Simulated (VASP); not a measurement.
# Cu (Fm-3m) in VASP: further runs

The runs below take Cu through single point, with LDA, r2SCAN, PBE.

Program: VASP 6.6.1. These are calculated values, not measurements. Logs are shortened: lines on timing, memory, paths and dates and some standing lists are left out, and cuts for length are marked.

### 1 The cell of the first run

It takes space group Fm-3m (No. 225, cubic). Conventional cell: a = 3.577 Å, b = 3.577 Å, c = 3.577 Å, α = 90.00°, β = 90.00°, γ = 90.00°. Cu (site symmetry m-3m) has 12 Cu at 2.53 Å within 3.3 Å.

### 2 Single point, LDA

INCAR

```
ALGO     = Normal         # electronic algorithm
EDIFF    = 1E-6           # SCF threshold, eV
ENCUT    = 520            # plane-wave cutoff, eV
ISIF     = 2              # what is computed and relaxed
ISMEAR   = -1             # smearing method
LASPH    = True           # aspherical terms in the spheres
LCHARG   = False          # write CHGCAR
LREAL    = False          # projectors in reciprocal space
LWAVE    = False          # write WAVECAR
NBANDS   = 12             # bands
NELM     = 80             # most SCF steps
PREC     = Accurate       # precision mode
SIGMA    = 0.1            # smearing width, eV
```

KPOINTS

```
k-points
0
Gamma
  11 11 11
```

POSCAR

```
Cu
1.0
    0.0000000000      1.7887150000      1.7887150000
    1.7887150000      0.0000000000      1.7887150000
    1.7887150000      1.7887150000      0.0000000000
Cu
1
Direct
    0.0000000000      0.0000000000      0.0000000000
```

Potentials or basis: VASP PAW LDA potentials, release 64 (Cu).

On the command line:

```bash
$ cat potpaw_LDA.64/Cu/POTCAR > POTCAR
$ mpirun -np 1 vasp_std > vasp.out
```

OUTCAR:

```text
EDIFF = 1E-6
   ENCUT = 520
   ISIF = 2
   ISMEAR = -1
   LASPH = True
   LREAL = False
   NELM = 80
   PREC = Accurate

 ion  position               nearest neighbor table
   1  0.000  0.000  0.000-

  LATTYP: Found a face centered cubic cell.
 ALAT       =     3.5774300000

  Lattice vectors:

 A1 = (   0.0000000000,   1.7887150000,   1.7887150000)
 A2 = (   1.7887150000,   0.0000000000,   1.7887150000)
 A3 = (   1.7887150000,   1.7887150000,   0.0000000000)

Analysis of symmetry for initial positions (statically):
=====================================================================
 Subroutine PRICEL returns:
 Original cell was already a primitive cell.

 Routine SETGRP: Setting up the symmetry group for a
 face centered cubic supercell.

 Subroutine GETGRP returns: Found 48 space group operations
 (whereof 48 operations were pure point group operations)
 out of a pool of 48 trial point group operations.

The static configuration has the point symmetry O_h .

Analysis of symmetry for dynamics (positions and initial velocities):
=====================================================================
 Subroutine PRICEL returns:
 Original cell was already a primitive cell.

 Routine SETGRP: Setting up the symmetry group for a
 face centered cubic supercell.

 Subroutine GETGRP returns: Found 48 space group operations
 (whereof 48 operations were pure point group operations)
 out of a pool of 48 trial point group operations.

The dynamic configuration has the point symmetry O_h .

 Subroutine INISYM returns: Found 48 space group operations
 (whereof 48 operations are pure point group operations),
 and found     1 'primitive' translations

----------------------------------------------------------------------------------------

                                     Primitive cell

  volume of cell :      11.4460

  direct lattice vectors                    reciprocal lattice vectors
     0.000000000  1.788715000  1.788715000    -0.279530277  0.279530277  0.279530277
     1.788715000  0.000000000  1.788715000     0.279530277 -0.279530277  0.279530277
     1.788715000  1.788715000  0.000000000     0.279530277  0.279530277 -0.279530277

  length of vectors
     2.529625012  2.529625012  2.529625012     0.484160643  0.484160643  0.484160643

  position of ions in fractional coordinates (direct lattice)
     0.000000000  0.000000000  0.000000000

  ion indices of the primitive-cell ions
[... 79 lines left out ...]
   NFREE  =      0    steps in history (QN), initial steepest desc. (CG)
   ISIF   =      2    stress and relaxation
   ISYM   =      2    0-nonsym 1-usesym 2-fastsym
   POTIM  = 0.5000    time-step for ionic-motion
   TEBEG  =    0.0;   TEEND  =   0.0 temperature during run
   PSTRESS=    0.0 pullay stress
   NELECT =      11.0000    total number of electrons
   NUPDOWN=      -1.0000    fix difference up-down
   EMIN   =  10.00;   EMAX   =-10.00  energy-range for DOS
   EFERMI =   0.00;   METHOD = LEGACY
   ISMEAR =    -1;   SIGMA  =   0.10  broadening in eV -4-tet -1-fermi 0-gaus
   EFERMI_NEDOS =   21; number of points for ismear=-14 and -15
   IALGO  =     38    algorithm
   IMIX   =      4    mixing-type and parameters
     AMIX     =   0.40;   BMIX     =  1.00
     AMIX_MAG =   1.60;   BMIX_MAG =  1.00
  volume/ion in A,a.u.               =      11.45        77.24
  Fermi-wavevector in a.u.,A,eV,Ry     =   1.615553  3.052953 35.511368  2.610012
  Thomas-Fermi vector in A             =   2.710282
   LORBIT       =      0    0 simple, 1 ext, 2 COOP (PROOUT), +10 PAW based schemes
   GGA     = CA    functional components
   LHFCALC =     F    Hartree Fock is set to
   AEXX    =    0.0000 exact exchange contribution
   IVDW    =     0    specifies the selected vdW correction
   LEPSILON=     F    determine dielectric tensor
   LRPA    =     F    only Hartree local field effects (RPA)
 non-spin polarized calculation
  energy-cutoff  :      520.00
  volume of cell :       11.45
 maximum number of plane-waves:       331
   NGX =  9   NGY =  9   NGZ =  9

 number of electron      11.0000012 magnetization

 Free energy of the ion-electron system (eV)
  ---------------------------------------------------
  ext. energy  EPLUGINS =         0.00000000
  ---------------------------------------------------
  free energy    TOTEN  =        -4.70442273 eV

  energy without entropy =       -4.69708529  energy(sigma->0) =       -4.70075401

 E-fermi :   7.8230     XC(G=0): -13.2872

 val. band max:        7.6839612776   @ k =   0.4545   0.2727   0.0000
 cond. band min:       7.9142593981   @ k =   0.4545   0.3636   0.0000
 fundamental gap:      0.2302981205
 Fermi energy:         7.8229936200

 k-point     1 :       0.0000    0.0000    0.0000
  band No.  band energies     occupation
      1      -1.8521      2.00000
      2       4.5601      2.00000
      3       4.5601      2.00000
      4       4.5601      2.00000
      5       5.4390      2.00000
      6       5.4390      2.00000
      7      30.6701      0.00000
      8      33.3807      0.00000
      9      33.3807      0.00000
     10      33.3807      0.00000
     11      35.9414      0.00000
     12      35.9414      0.00000
[... 331 lines left out ...]
 k-point    24 :      -0.1818    0.1818    0.0000
  band No.  band energies     occupation
      1       1.1227      2.00000
      2       4.0778      2.00000
      3       4.6275      2.00000
      4       5.0792      2.00000
      5       5.1010      2.00000
      6       6.1071      2.00000
      7      21.3439      0.00000
      8      22.0999      0.00000
      9      32.2291      0.00000
     10      32.5054      0.00000
     11      35.4023      0.00000
     12      37.6639      0.00000

 [... further k-points ...]

------------------------ aborting loop because EDIFF is reached ----------------------------------------

  FORCE on cell =-STRESS in cart. coord.  units (eV):
  Direction    XX          YY          ZZ          XY          YZ          ZX
  --------------------------------------------------------------------------------------
  -------------------------------------------------------------------------------------
  Total       -0.5526029     -0.5526029     -0.5526029      0.0000000      0.0000000     -0.0000000
  in kB      -77.3517792    -77.3517792    -77.3517792      0.0000000      0.0000000     -0.0000000
  external PRESSURE =     -77.3517792 kB  Pullay stress =       0.0000000 kB

 VOLUME and BASIS-vectors are now :
 -----------------------------------------------------------------------------
  energy-cutoff  :      520.00
  volume of cell :       11.45
      direct lattice vectors                 reciprocal lattice vectors
     0.000000000  1.788715000  1.788715000    -0.279530277  0.279530277  0.279530277
     1.788715000  0.000000000  1.788715000     0.279530277 -0.279530277  0.279530277
     1.788715000  1.788715000  0.000000000     0.279530277  0.279530277 -0.279530277

 POSITION                                       TOTAL-FORCE (eV/Angst)
 -----------------------------------------------------------------------------------
      0.00000      0.00000      0.00000         0.000000      0.000000     -0.000000
 -----------------------------------------------------------------------------------
    total drift:                                0.000000      0.000000      0.000000

  FREE ENERGIE OF THE ION-ELECTRON SYSTEM (eV)
  ---------------------------------------------------
  free  energy   TOTEN  =        -4.7044227298 eV

  energy  without entropy=       -4.6970852885  energy(sigma->0) =       -4.70075401
```

OSZICAR:

```text
N       E                     dE             d eps       ncg     rms          rms(c)
DAV:   1     0.421304269338E+02    0.42130E+02   -0.53690E+03  1476   0.162E+03
DAV:   2    -0.435901839851E+01   -0.46489E+02   -0.42826E+02  1388   0.208E+02
DAV:   3    -0.570029808047E+01   -0.13413E+01   -0.13340E+01  1572   0.409E+01
DAV:   4    -0.570899411175E+01   -0.86960E-02   -0.86951E-02  1548   0.290E+00
DAV:   5    -0.570907602649E+01   -0.81915E-04   -0.81914E-04  1624   0.284E-01    0.802E+00
DAV:   6    -0.512165860478E+01    0.58742E+00   -0.15722E+01  1624   0.775E+01    0.406E+00
DAV:   7    -0.472028603595E+01    0.40137E+00   -0.24616E+00  1608   0.308E+01    0.580E-01
DAV:   8    -0.470624319923E+01    0.14043E-01   -0.59574E-03  1596   0.124E+00    0.312E-01
DAV:   9    -0.470441008966E+01    0.18331E-02   -0.90908E-03  1656   0.165E+00    0.146E-02
DAV:  10    -0.470442051142E+01   -0.10422E-04   -0.24961E-05  1704   0.721E-02    0.493E-03
DAV:  11    -0.470442272739E+01   -0.22160E-05   -0.57351E-07  1160   0.102E-02    0.463E-04
DAV:  12    -0.470442272979E+01   -0.23999E-08   -0.61372E-08   836   0.294E-03
   1 F= -.47044227E+01 E0= -.47007540E+01  d E =-.733744E-02
```

stdout:

```text
POSCAR found type information on POSCAR Cu
 POSCAR found :  1 types and       1 ions
 scaLAPACK will be used
 LDA part: xc-table for (Slater(with rela. corr.)+CA(PZ))
 , standard interpolation
 POSCAR, INCAR and KPOINTS ok, starting setup
 FFT: planning ... GRIDC
 FFT: planning ... GRID_SOFT
 FFT: planning ... GRID
 WAVECAR not read
 entering main loop
```

It took 3.2 s on 1 thread of Intel Xeon 6975P-C (Granite Rapids), shared host; peak memory 0.11 GiB.

What came out:

| Property | Result |
| --- | --- |
| Free energy | -4.7044 eV |
| Pressure | -7.7 GPa |

Levels at points of the mesh, in eV from the Fermi level:
| k point | band 3 | band 4 | band 5 | band 6 | band 7 | band 8 | band 9 | band 10 |
| --- | --- | --- | --- | --- | --- | --- | --- | --- |
| (0.00, 0.00, 0.00) | -3.26 | -3.26 | -2.38 | -2.38 | 22.85 | 25.56 | 25.56 | 25.56 |

### 3 Single point, r2SCAN

POSCAR is that of step 2.

INCAR.step1

```
PREC = Accurate ; ENCUT = 520
ISMEAR = -1 ; SIGMA = 0.1
LREAL = F ; LASPH = T
NELM = 60 ; NBANDS = 12
GGA = PE ; ALGO = Normal
EDIFF = 1E-4 ; LWAVE = T
LCHARG = F
```

INCAR.step2

```
PREC = Accurate ; ENCUT = 520
EDIFF = 1E-7 ; ISMEAR = -1
SIGMA = 0.1 ; LREAL = F
LASPH = T ; NELM = 60
ALGO = Normal ; ISIF = 2
LWAVE = F ; LCHARG = F
METAGGA = R2SCAN ; LMIXTAU = T
NBANDS = 12 ; ISTART = 1
```

KPOINTS

```
Automatic mesh
0
Gamma
  11 11 11
```

Potentials or basis: VASP PAW PBE potentials, release 64 (Cu).

On the command line:

```bash
$ cat potpaw_PBE.64/Cu/POTCAR > POTCAR
$ cp INCAR.step1 INCAR
$ mpirun -np 1 vasp_std > vasp.out
$ cp INCAR.step2 INCAR
$ mpirun -np 1 vasp_std > vasp.out
```

Run time: 16 s. Hardware: 1 thread of Intel Xeon 6975P-C (Granite Rapids), shared host; peak memory 0.13 GiB.

The run converged. Its results:

```
Free energy : -10.8355 eV
Pressure    : 0.3 GPa
```

Levels at points of the mesh, in eV from the Fermi level:
| k point | band 3 | band 4 | band 5 | band 6 | band 7 | band 8 | band 9 | band 10 |
| --- | --- | --- | --- | --- | --- | --- | --- | --- |
| (0.00, 0.00, 0.00) | -3.34 | -3.34 | -2.49 | -2.49 | 23.54 | 26.83 | 26.83 | 26.83 |

Caveat: the PAW data sets were made with another functional, which shifts forces and pressure a little.

### 4 Single point, PBE, non-collinear spin, zero start, spin-orbit coupling

INCAR

```
PREC = Accurate ; ENCUT = 520
EDIFF = 1E-6 ; ISMEAR = -1
SIGMA = 0.1 ; LREAL = False
LASPH = True ; NELM = 150
ALGO = Normal ; ISIF = 2
LWAVE = False ; LCHARG = False
MAGMOM = 0 0 0 ; LORBIT = 11
LSORBIT = True ; GGA_COMPAT = False
LORBMOM = True ; LMAXMIX = 4
GGA = PE ; NBANDS = 22
```

KPOINTS

```
regular mesh
0
Gamma
  11 11 11
```

POSCAR is that of step 3.

On the command line:

```bash
$ cat potpaw_PBE.64/Cu/POTCAR > POTCAR
$ mpirun -np 1 vasp_ncl > vasp.out
```

It took 14 s on 1 thread of Intel Xeon 6975P-C (Granite Rapids), shared host; peak memory 0.16 GiB.

The run converged. Its results:

```
Free energy                                           : -3.7309 eV
Pressure                                              : 7.2 GPa
Net moment                                            : 0.00 μB per cell
Valence electrons inside the program's atomic spheres : Cu 10.04
```

Moments on the atoms (μB; x, y, z):
```
Cu  0.00 0.00 0.00
```

### 5 Single point, PBE, non-collinear spin, zero start, spin-orbit coupling

INCAR

```
SYSTEM = Cu
PREC = Accurate ; ENCUT = 520
EDIFF = 1E-7 ; ISMEAR = -1
SIGMA = 0.1 ; LREAL = .FALSE.
LASPH = .TRUE. ; NELM = 150
ALGO = Normal ; ISIF = 2
LWAVE = .FALSE. ; LCHARG = .TRUE.
MAGMOM = 0 0 0 ; LORBIT = 11
LSORBIT = .TRUE. ; GGA_COMPAT = .FALSE.
LORBMOM = .TRUE. ; LMAXMIX = 4
GGA = PE ; LVHAR = .TRUE.
NBANDS = 22
```

KPOINTS

```
Automatic mesh
0
G
  11 11 11
  0 0 0
```

POSCAR is that of step 4.

On the command line:

```bash
$ cat potpaw_PBE.64/Cu/POTCAR > POTCAR
$ mpirun -np 1 vasp_ncl > vasp.out
```

Run time: 15 s. Hardware: 1 thread of Intel Xeon 6975P-C (Granite Rapids), shared host; peak memory 0.16 GiB.

The run converged. Its results:

```yaml
Free_energy: -3.7309 eV
Pressure: 7.1 GPa
Net_moment: 0.00 μB per cell
Valence_electrons_inside_the_program's_atomic_spheres: Cu 10.04
```

Moments on the atoms (μB; x, y, z):
```
Cu  0.00 0.00 0.00
```

### 6 Summary

| level | potentials or basis | spin | gap on the mesh (eV) | pressure (GPa) |
| --- | --- | --- | --- | --- |
| LDA | VASP PAW LDA potentials, release 64 (Cu) | off | none | -7.7 |
| r2SCAN | VASP PAW PBE potentials, release 64 (Cu) | off | none | 0.3 |
| PBE | VASP PAW PBE potentials, release 64 (Cu) | non-collinear, zero start, SOC | - | 7.1 |

Alike in all rows: task single point; cell as given; k mesh 11 × 11 × 11; cutoff (eV) 520; smearing fermi-dirac 0.1 eV.

Caveats: the PAW data sets were made with another functional, which shifts forces and pressure a little (some runs).

Total energies depend on the potentials used, so only differences within one code and one set of settings carry meaning.
